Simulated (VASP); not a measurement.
A run of VASP 6.6.1 is set up as follows.

The input INCAR:

```
PREC = Accurate ; ENCUT = 600
EDIFF = 1E-6 ; ISMEAR = -1
SIGMA = 0.1 ; LREAL = False
LASPH = True ; NELM = 100
ALGO = Normal ; ISIF = 3
LWAVE = False ; LCHARG = False
GGA = CA ; IBRION = 2
NSW = 80 ; EDIFFG = -0.01
```

KPOINTS

```
Automatic mesh
0
Gamma
  11 11 3
```

POSCAR

```
Te
1.0
    3.4420649897      0.0000000000      0.0000000000
   -1.7210324948      2.9809157225      0.0000000000
    0.0000000000      0.0000000000     11.2417842562
Te
4
Direct
    0.0000000000      0.0000000000      0.0000000000
    0.0000000000      0.0000000000      0.5000000000
    0.3333333333      0.6666666667      0.2500000000
    0.6666666667      0.3333333333      0.7500000000
```

Potentials or basis: VASP PAW LDA potentials, release 64 (Te).

Run with:

```sh
$ cat potpaw_LDA.64/Te/POTCAR > POTCAR
$ mpirun -np 1 vasp_std > vasp.out
```

(1) What does it give for the relaxed cell?

(2) What does it give for the space group after relaxing (to 0.1 Å)?

(3) Estimate the relaxed volume.

Results:

(1) a = 3.992 Å, b = 3.992 Å, c = 8.543 Å, α = 90.00°, β = 90.00°, γ = 120.00°.

(2) P6_3/mmc (No. 194).

(3) 29.48 Å³/atom.

Caveat: a cell axis changed by over 15 % at a fixed basis, so the end point is rough.
